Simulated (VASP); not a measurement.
The system is Pt.

```xyz
1
Lattice="-1.5842 1.5842 1.5842 1.5842 -1.5842 1.5842 1.5842 1.5842 -1.5842" Properties=species:S:1:pos:R:3 pbc="T T T"
Pt    0.0000    0.0000    0.0000
```

```yaml
Program: VASP 6.6.1
Task: relaxation of volume and atoms at fixed shape
Functional: PBEsol
Potentials_or_basis: VASP PAW PBE potentials, release 64 (Pt)
Cutoff: 600 eV
k_mesh: 8 × 8 × 8
Occupations: gaussian, width 0.1 eV
Spin: no spin polarisation
```

At the start: pressure -9.7 GPa; volume 15.90 Å³/atom.

Task: Where does the relaxation end?

Result: Over 3 steps the energy falls by 19.8 meV/atom and the volume is 15.29 Å³/atom (-3.8 %); space group Im-3m (No. 229, to 0.05 Å).

Step by step:
```csv
step,energy change (eV),largest force (eV/Å),pressure (GPa),volume (Å³)
1,0.0000,0.0000,-9.70,15.90
2,0.1300,0.0000,36.34,13.79
3,-0.0198,0.0000,-0.30,15.29
```

Final structure:
```cif
data_structure
_symmetry_space_group_name_H-M 'P 1'
_symmetry_Int_Tables_number 1
_cell_length_a 2.7083
_cell_length_b 2.7083
_cell_length_c 2.7083
_cell_angle_alpha 109.471
_cell_angle_beta 109.471
_cell_angle_gamma 109.471
_cell_volume 15.29
loop_
_atom_site_label
_atom_site_type_symbol
_atom_site_fract_x
_atom_site_fract_y
_atom_site_fract_z
_atom_site_occupancy
Pt1 Pt 0.00000 0.00000 0.00000 1
```

Caveat: the PAW data sets were made with another functional, which shifts forces and pressure a little.
